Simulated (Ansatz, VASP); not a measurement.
# One calculation of C, two programs

```
C
1.0
     0.00000    1.78339    1.78339
     1.78339    0.00000    1.78339
     1.78339    1.78339    0.00000
C
2
Direct
  0.50000 0.50000 0.50000
  0.75000 0.75000 0.75000
```

Alike in both runs: task single point; functional r2SCAN; k mesh 12 × 12 × 12; occupations fermi-dirac, width 0.1 eV; no spin polarisation.

|  | VASP | Ansatz |
| --- | --- | --- |
| version | VASP 6.6.1 | Ansatz 0.2.0 |
| potentials or method | VASP PAW PBE potentials, release 64 (C), cutoff 660 eV | PAW, plane waves, scalar-relativistic |
| valence electrons in the cell | 8 | 8 |

```tsv
	VASP	Ansatz	Ansatz less VASP
pressure (GPa)	-2.3	-2.4	-0.12
```

VASP's potentials were made for PBE, not for r2SCAN. The functional is the same, so the differences come from potentials, cutoffs and numerics.
